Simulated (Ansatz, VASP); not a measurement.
Cu3S: VASP beside Ansatz

INCAR

```
SYSTEM = Cu3S
PREC = Accurate
ENCUT = 520
EDIFF = 1E-6
ISMEAR = 0
SIGMA = 0.1
LREAL = .FALSE.
LASPH = .TRUE.
NELM = 100
ALGO = Normal
ISIF = 2
LWAVE = .FALSE.
LCHARG = .FALSE.
GGA = PE
NBANDS = 28
```

Contents of KPOINTS:

```
regular mesh
0
G
  12 12 12
  0 0 0
```

Contents of POSCAR:

```
Cu3S
1.0
    3.7055346662      0.0000000000      0.0000000000
    0.0000000000      3.7055346662      0.0000000000
    0.0000000000      0.0000000000      3.7055346662
Cu S
3 1
Direct
    0.0000000000      0.5000000000      0.5000000000
    0.5000000000      0.0000000000      0.5000000000
    0.5000000000      0.5000000000      0.0000000000
    0.0000000000      0.0000000000      0.0000000000
```

Input for Ansatz:

```yaml
crystal:
  lattice:
    - [3.7055346662, 0.0, 0.0]
    - [0.0, 3.7055346662, 0.0]
    - [0.0, 0.0, 3.7055346662]
  atoms:
    - { symbol: Cu, position: [0.0, 0.5, 0.5] }
    - { symbol: Cu, position: [0.5, 0.0, 0.5] }
    - { symbol: Cu, position: [0.5, 0.5, 0.0] }
    - { symbol: S, position: [0.0, 0.0, 0.0] }
basis:
  ecutwfc: "550 eV"
kpoints:
  mp_grid: { grid: [12, 12, 12] }
hamiltonian:
  xc: pbe
scf:
  occupations: { method: gaussian, width: 0.1 }
  lower_state_search: light
output:
  forces: true
  eigenvalues: true
  stress: true
```

Alike in both runs: task single point; functional PBE; k mesh 12 × 12 × 12; occupations gaussian, width 0.1 eV; no spin polarisation.

```csv
,VASP,Ansatz
version,VASP 6.6.1,Ansatz 0.2.0
potentials or method,"VASP PAW PBE potentials, release 64 (Cu, S), cutoff 520 eV","scalar-relativistic, plane waves, PAW"
valence electrons in the cell,39,63
```

VASP gave:

```
gap on the k mesh at the Fermi level (eV) : none
pressure (GPa)                            : 0.3
```

Task: Which values does Ansatz return?

Result: gap on the k mesh at the Fermi level (eV): none; pressure (GPa): 0.0.

A gap of «none» marks a metal or a gap that the smearing closes. VASP's potentials hold 39 valence electrons a cell and Ansatz's 63, so a difference there can come from the potentials and not from the codes.
